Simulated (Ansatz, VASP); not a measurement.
## Sc2BSb3 in VASP and in Ansatz

Contents of INCAR:

```
  PREC = Accurate
  ENCUT = 520
  EDIFF = 1E-6
  ISMEAR = 0
  SIGMA = 0.2
  LREAL = F
  LASPH = T
  NELM = 80
  ALGO = Normal
  ISIF = 2
  LWAVE = F
  LCHARG = F
  GGA = PE
  NBANDS = 52
```

File KPOINTS:

```
regular mesh
0
Gamma
  4 4 4
```

POSCAR

```
Sc2BSb3
1.0
    0.0000000000      0.0000000000     -5.9501724003
    0.0000000000      6.0218006782      0.0000000000
    7.7503671817     -3.0109003391      0.0000000000
Sc B Sb
4 2 6
Direct
    0.0763189290      0.4333208146      0.3688911180
    0.5763189290      0.9355703034      0.3688911180
    0.5763189290      0.5666791854      0.6311088820
    0.0763189290      0.0644296966      0.6311088820
    0.9495936057      0.8533312009      1.0000000000
    0.4495936057      0.1466687991      1.0000000000
    0.0815390034      0.6029451507      0.7339952893
    0.0815390034      0.8689498614      0.2660047107
    0.0676905297      0.2162852284      1.0000000000
    0.5815390034      0.1310501386      0.7339952893
    0.5815390034      0.3970548493      0.2660047107
    0.5676905297      0.7837147716      1.0000000000
```

Input for Ansatz:

```yaml
crystal:
  lattice:
    - [0.0, 0.0, -5.9501724003]
    - [0.0, 6.0218006782, 0.0]
    - [7.7503671817, -3.0109003391, 0.0]
  atoms:
    - { symbol: Sc, position: [0.076318929, 0.4333208146, 0.368891118] }
    - { symbol: Sc, position: [0.576318929, 0.9355703034, 0.368891118] }
    - { symbol: Sc, position: [0.576318929, 0.5666791854, 0.631108882] }
    - { symbol: Sc, position: [0.076318929, 0.0644296966, 0.631108882] }
    - { symbol: B, position: [0.9495936057, 0.8533312009, 1.0] }
    - { symbol: B, position: [0.4495936057, 0.1466687991, 1.0] }
    - { symbol: Sb, position: [0.0815390034, 0.6029451507, 0.7339952893] }
    - { symbol: Sb, position: [0.0815390034, 0.8689498614, 0.2660047107] }
    - { symbol: Sb, position: [0.0676905297, 0.2162852284, 1.0] }
    - { symbol: Sb, position: [0.5815390034, 0.1310501386, 0.7339952893] }
    - { symbol: Sb, position: [0.5815390034, 0.3970548493, 0.2660047107] }
    - { symbol: Sb, position: [0.5676905297, 0.7837147716, 1.0] }
basis:
  ecutwfc: 420
kpoints:
  mp_grid: { grid: [4, 4, 4] }
hamiltonian:
  xc: pbe
scf:
  occupations: { method: gaussian, width: 0.2 }
  lower_state_search: "off"
output:
  forces: true
  stress: true
  eigenvalues: true
```

Alike in both runs: task single point; functional PBE; k mesh 4 × 4 × 4; occupations gaussian, width 0.2 eV; no spin polarisation.

|  | VASP | Ansatz |
| --- | --- | --- |
| version | VASP 6.6.1 | Ansatz 0.2.0 |
| potentials or method | VASP PAW PBE potentials, release 64 (Sc_sv, B, Sb), cutoff 520 eV | scalar-relativistic, plane waves, PAW |
| valence electrons in the cell | 80 | 140 |

Ansatz gave:

| Property | Result |
| --- | --- |
| gap on the k mesh at the Fermi level (eV) | none |
| pressure (GPa) | -0.1 |
| traceless stress, the component that is largest in VASP (GPa) | 0.20 |
| rms of the force components (eV/Å) | 0.011 |

Q: Which values does VASP return?

A: gap on the k mesh at the Fermi level (eV): none; pressure (GPa): 0.1; traceless stress, the component that is largest in VASP (GPa): 0.25; rms of the force components (eV/Å): 0.020.

Atom by atom the forces differ by 0.015 eV/Å (rms over components). A gap of «none» marks a metal or a gap that the smearing closes. VASP's potentials hold 80 valence electrons a cell and Ansatz's 140, so a difference there can come from the potentials and not from the codes.

Neither program's run includes spin-orbit coupling.
